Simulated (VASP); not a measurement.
# W (Im-3m) in VASP: further runs

Aim: see how the results for W move with the level of theory and the settings. Levels: RPBE+D4, BLYP, PBEsol. Tasks: single point.

Everything below comes from runs of VASP 6.6.1. Logs are shortened: lines on timing, memory, paths and dates and some standing lists are left out, and cuts for length are marked.

## (1) The cell of the first run

It takes space group Im-3m (No. 229, cubic). The conventional cell has a = 3.227 Å, b = 3.227 Å, c = 3.227 Å, α = 90.00°, β = 90.00°, γ = 90.00°. Within 3.7 Å of W (site symmetry m-3m) lie 14 W at 2.79 to 3.23 Å.

## (2) Single point, RPBE+D4

INCAR

```
SYSTEM = W
PREC     = Accurate       ! precision mode
ENCUT    = 520            ! plane-wave cutoff, eV
EDIFF    = 1E-6           ! SCF threshold, eV
ISMEAR   = -1             ! smearing method
SIGMA    = 0.05           ! smearing width, eV
LREAL    = .False.        ! projectors in reciprocal space
LASPH    = .True.         ! aspherical terms in the spheres
NELM     = 100            ! most SCF steps
ALGO     = Normal         ! electronic algorithm
ISIF     = 2              ! what is computed and relaxed
LWAVE    = .False.        ! write WAVECAR
LCHARG   = .True.         ! write CHGCAR
GGA      = RP             ! functional
IVDW     = 13             ! dispersion correction
LELF     = .True.         ! ELF
LVHAR    = .True.       
NBANDS   = 13             ! bands
```

KPOINTS

```
regular mesh
0
Gamma
  12 12 12
  0 0 0
```

POSCAR

```
W
1.0
   -1.6133792515      1.6133792515      1.6133792515
    1.6133792515     -1.6133792515      1.6133792515
    1.6133792515      1.6133792515     -1.6133792515
W
1
Direct
    0.0000000000      0.0000000000      0.0000000000
```

Potentials or basis: VASP PAW PBE potentials, release 64 (W_sv).

The run is started by

```sh
$ cat potpaw_PBE.64/W_sv/POTCAR > POTCAR
$ mpirun -np 1 vasp_std > vasp.out
```

OUTCAR:

```text
SYSTEM = W
   PREC = Accurate
   ENCUT = 520
   EDIFF = 1E-6
   ISMEAR = -1
   LREAL = .False.
   LASPH = .True.
   NELM = 100
   ISIF = 2
   GGA = RP
   IVDW = 13

 ion  position               nearest neighbor table
   1  0.000  0.000  0.000-

  LATTYP: Found a body centered cubic cell.
 ALAT       =     3.2267585030

  Lattice vectors:

 A1 = (  -1.6133792515,   1.6133792515,   1.6133792515)
 A2 = (   1.6133792515,  -1.6133792515,   1.6133792515)
 A3 = (   1.6133792515,   1.6133792515,  -1.6133792515)

Analysis of symmetry for initial positions (statically):
=====================================================================
 Subroutine PRICEL returns:
 Original cell was already a primitive cell.

 Routine SETGRP: Setting up the symmetry group for a
 body centered cubic supercell.

 Subroutine GETGRP returns: Found 48 space group operations
 (whereof 48 operations were pure point group operations)
 out of a pool of 48 trial point group operations.

The static configuration has the point symmetry O_h .

Analysis of symmetry for dynamics (positions and initial velocities):
=====================================================================
 Subroutine PRICEL returns:
 Original cell was already a primitive cell.

 Routine SETGRP: Setting up the symmetry group for a
 body centered cubic supercell.

 Subroutine GETGRP returns: Found 48 space group operations
 (whereof 48 operations were pure point group operations)
 out of a pool of 48 trial point group operations.

The dynamic configuration has the point symmetry O_h .

 Subroutine INISYM returns: Found 48 space group operations
 (whereof 48 operations are pure point group operations),
 and found     1 'primitive' translations

----------------------------------------------------------------------------------------

                                     Primitive cell

  volume of cell :      16.7985

  direct lattice vectors                    reciprocal lattice vectors
    -1.613379252  1.613379252  1.613379252     0.000000000  0.309908535  0.309908535
     1.613379252 -1.613379252  1.613379252     0.309908535  0.000000000  0.309908535
     1.613379252  1.613379252 -1.613379252     0.309908535  0.309908535  0.000000000

  length of vectors
     2.794454835  2.794454835  2.794454835     0.438276853  0.438276853  0.438276853

  position of ions in fractional coordinates (direct lattice)
     0.000000000  0.000000000  0.000000000

  ion indices of the primitive-cell ions
   primitive index   ion index
                 1           1

----------------------------------------------------------------------------------------

 KPOINTS: regular mesh

Automatic generation of k-mesh.
 Grid dimensions read from file:
 generate k-points for:   12   12   12

 Generating k-lattice:

  Cartesian coordinates                     Fractional coordinates (reciprocal lattice)
     0.000000000  0.025825711  0.025825711     0.083333333  0.000000000  0.000000000
     0.025825711  0.000000000  0.025825711     0.000000000  0.083333333  0.000000000
     0.025825711  0.025825711  0.000000000     0.000000000  0.000000000  0.083333333

  Length of vectors
     0.036523071  0.036523071  0.036523071

  Shift w.r.t. Gamma in fractional coordinates (k-lattice)
     0.000000000  0.000000000  0.000000000

 Subroutine IBZKPT returns following result:
 ===========================================

 Found     72 irreducible k-points:

 Following reciprocal coordinates:
            Coordinates               Weight
  0.000000  0.000000  0.000000      1.000000
  0.083333  0.000000  0.000000     12.000000
  0.166667  0.000000  0.000000     12.000000
  0.250000  0.000000  0.000000     12.000000
  0.333333  0.000000  0.000000     12.000000
  0.416667  0.000000  0.000000     12.000000
[... 16 lines left out ...]
  0.333333  0.083333  0.083333     24.000000
  0.416667  0.083333  0.083333     12.000000
 [... further k-points ...]
   k-points           NKPTS =     72   k-points in BZ     NKDIM =     72   number of bands    NBANDS=     13
   number of dos      NEDOS =    301   number of ions     NIONS =      1
   total plane-waves  NPLWV =  13824
   dimension x,y,z NGX =    24 NGY =   24 NGZ =   24
   dimension x,y,z NGXF=    48 NGYF=   48 NGZF=   48
   ions per type =               1
   NGX,Y,Z   is equivalent  to a cutoff of  14.28, 14.28, 14.28 a.u.
   NGXF,Y,Z  is equivalent  to a cutoff of  28.56, 28.56, 28.56 a.u.
 SYSTEM =  W
   PREC   = accura    normal or accurate (medium, high low for compatibility)
   ISTART =      0    job   : 0-new  1-cont  2-samecut
   ICHARG =      2    charge: 1-file 2-atom 10-const
   ISPIN  =      1    spin polarized calculation?
   LNONCOLLINEAR =      F non collinear calculations
   LSORBIT =      F    spin-orbit coupling
   LASPH  =      T    aspherical Exc in radial PAW
   ENCUT  =  520.0 eV  38.22 Ry    6.18 a.u.   5.20  5.20  5.20*2*pi/ulx,y,z
   NELM   =    100;   NELMIN=  2; NELMDL= -5     # of ELM steps
   EDIFF  = 0.1E-05   stopping-criterion for ELM
   LREAL  =      F    real-space projection
   EDIFFG = 0.1E-04   stopping-criterion for IOM
   NSW    =      0    number of steps for IOM
   IBRION =     -1    ionic relax: 0-MD 1-quasi-New 2-CG
   NFREE  =      0    steps in history (QN), initial steepest desc. (CG)
   ISIF   =      2    stress and relaxation
   ISYM   =      2    0-nonsym 1-usesym 2-fastsym
   POTIM  = 0.5000    time-step for ionic-motion
   TEBEG  =    0.0;   TEEND  =   0.0 temperature during run
   PSTRESS=    0.0 pullay stress
   NELECT =      14.0000    total number of electrons
   NUPDOWN=      -1.0000    fix difference up-down
   EMIN   =  10.00;   EMAX   =-10.00  energy-range for DOS
   EFERMI =   0.00;   METHOD = LEGACY
   ISMEAR =    -1;   SIGMA  =   0.05  broadening in eV -4-tet -1-fermi 0-gaus
   EFERMI_NEDOS =   21; number of points for ismear=-14 and -15
   IALGO  =     38    algorithm
   IMIX   =      4    mixing-type and parameters
     AMIX     =   0.40;   BMIX     =  1.00
     AMIX_MAG =   1.60;   BMIX_MAG =  1.00
  volume/ion in A,a.u.               =      16.80       113.36
  Fermi-wavevector in a.u.,A,eV,Ry     =   1.540616  2.911342 32.293392  2.373497
  Thomas-Fermi vector in A             =   2.646678
   LORBIT       =      0    0 simple, 1 ext, 2 COOP (PROOUT), +10 PAW based schemes
   GGA     = RP    functional components
   LHFCALC =     F    Hartree Fock is set to
   AEXX    =    0.0000 exact exchange contribution
   IVDW    =    13    specifies the selected vdW correction
   LEPSILON=     F    determine dielectric tensor
   LRPA    =     F    only Hartree local field effects (RPA)
 non-spin polarized calculation
  energy-cutoff  :      520.00
  volume of cell :       16.80
 maximum number of plane-waves:       468
 NGX is ok and might be reduce to    24
   NGX = 11   NGY = 11   NGZ = 11

 number of electron      13.9999999 magnetization

 Free energy of the ion-electron system (eV)
  ---------------------------------------------------
  ext. energy  EPLUGINS =         0.00000000
  ---------------------------------------------------
  free energy    TOTEN  =       -12.39737592 eV

  energy without entropy =      -12.39389839  energy(sigma->0) =      -12.39563715

 E-fermi :  10.5919     XC(G=0): -13.2621

 val. band max:       10.5057018201   @ k =   0.0833   0.0833   0.0000
 cond. band min:      10.6045780741   @ k =  -0.2500   0.3333   0.1667
 fundamental gap:      0.0988762539
 Fermi energy:        10.5918768891

 k-point     1 :       0.0000    0.0000    0.0000
  band No.  band energies     occupation
      1     -63.5992      2.00000
      2     -27.2341      2.00000
      3     -27.2341      2.00000
      4     -27.2341      2.00000
      5       1.3948      2.00000
      6       9.5716      2.00000
      7       9.5716      2.00000
      8       9.5716      2.00000
      9      12.8477      0.00000
     10      12.8477      0.00000
     11      25.0583      0.00000
     12      25.0583      0.00000
     13      25.0583      0.00000

 k-point     2 :       0.0833    0.0000    0.0000
  band No.  band energies     occupation
      1     -63.5923      2.00000
      2     -27.3097      2.00000
      3     -27.2581      2.00000
      4     -27.2344      2.00000
      5       1.7055      2.00000
      6       9.3877      2.00000
      7       9.5237      2.00000
      8       9.8707      2.00000
      9      12.5764      0.00000
     10      12.8520      0.00000
     11      25.3066      0.00000
     12      25.5894      0.00000
     13      25.7599      0.00000

 k-point     3 :       0.1667    0.0000    0.0000
  band No.  band energies     occupation
      1     -63.5736      2.00000
      2     -27.5124      2.00000
      3     -27.3232      2.00000
      4     -27.2351      2.00000
      5       2.5628      2.00000
      6       8.9236      2.00000
      7       9.2887      2.00000
      8      10.7458      0.08808
      9      12.2072      0.00000
     10      12.8929      0.00000
     11      25.6881      0.00000
     12      27.0480      0.00000
     13      27.0851      0.00000
[... 305 lines left out ...]
 k-point    23 :       0.3333    0.0833    0.0833
  band No.  band energies     occupation
      1     -63.5006      2.00000
      2     -28.1753      2.00000
      3     -27.5937      2.00000
      4     -27.3068      2.00000
      5       5.4233      2.00000
      6       7.4496      2.00000
      7       9.5618      2.00000
      8      12.9210      0.00000
      9      13.5552      0.00000
     10      16.7930      0.00000
     11      20.9819      0.00000
     12      23.0821      0.00000
     13      26.3892      0.00000

 k-point    24 :       0.4167    0.0833    0.0833
  band No.  band energies     occupation
      1     -63.4945      2.00000
      2     -28.2204      2.00000
      3     -27.6283      2.00000
      4     -27.3086      2.00000
      5       5.4163      2.00000
      6       7.3563      2.00000
      7      10.3001      1.99417
      8      12.9381      0.00000
      9      13.6546      0.00000
     10      17.5569      0.00000
     11      19.8728      0.00000
     12      22.6465      0.00000
     13      25.8491      0.00000

 [... further k-points ...]

------------------------ aborting loop because EDIFF is reached ----------------------------------------

  DFT-D4 for vdW energy calculation

  Edisp (eV):   -1.14953

  FORCE on cell =-STRESS in cart. coord.  units (eV):
  Direction    XX          YY          ZZ          XY          YZ          ZX
  --------------------------------------------------------------------------------------
  -------------------------------------------------------------------------------------
  Total      -1.87723    -1.87723    -1.87723     0.00000    -0.00000     0.00000
  in kB    -179.04401  -179.04401  -179.04401     0.00000    -0.00000     0.00000
  external pressure =     -179.04 kB  Pullay stress =        0.00 kB

 VOLUME and BASIS-vectors are now :
 -----------------------------------------------------------------------------
  energy-cutoff  :      520.00
  volume of cell :       16.80
      direct lattice vectors                 reciprocal lattice vectors
    -1.613379252  1.613379252  1.613379252     0.000000000  0.309908535  0.309908535
     1.613379252 -1.613379252  1.613379252     0.309908535  0.000000000  0.309908535
     1.613379252  1.613379252 -1.613379252     0.309908535  0.309908535  0.000000000

 POSITION                                       TOTAL-FORCE (eV/Angst)
 -----------------------------------------------------------------------------------
      0.00000      0.00000      0.00000        -0.000000      0.000000     -0.000000
 -----------------------------------------------------------------------------------
    total drift:                               -0.000000      0.000000      0.000000

  FREE ENERGIE OF THE ION-ELECTRON SYSTEM (eV)
  ---------------------------------------------------
  free  energy   TOTEN  =       -13.5469028264 eV

  energy  without entropy=      -13.5434253001  energy(sigma->0) =      -13.54516406
```

It took 11 s on 1 thread of Intel Xeon 6975P-C, shared host; peak memory 0.15 GiB.

What came out:

```
Free energy                : -13.5469 eV
Pressure                   : -17.9 GPa
Band gap on the k mesh     : zero (band 7 reaches 15.46 eV, above the bottom of band 8 at 9.57 eV)
Dispersion energy per atom : -1.150 eV
```

Levels at points of the mesh, in eV from the Fermi level:
| k point | band 3 | band 4 | band 5 | band 6 | band 7 | band 8 | band 9 | band 10 | band 11 | band 12 |
| --- | --- | --- | --- | --- | --- | --- | --- | --- | --- | --- |
| (0.00, 0.00, 0.00) | -37.83 | -37.83 | -9.20 | -1.02 | -1.02 | -1.02 | 2.26 | 2.26 | 14.47 | 14.47 |
| (0.50, 0.00, 0.00) | -38.17 | -37.83 | -5.79 | -3.18 | 0.58 | 2.12 | 3.03 | 5.75 | 10.30 | 11.42 |
| (0.50, 0.50, 0.50) | -38.57 | -38.57 | -5.26 | -5.26 | 4.86 | 4.86 | 4.86 | 7.89 | 7.89 | 7.89 |

Caveat: the PAW data sets were made with another functional, which shifts forces and pressure a little; spin-orbit coupling is left out, which moves the levels of the heavy elements; pairwise dispersion overbinds metals, which lowers pressure and volume.

[end of part 1 of 3]
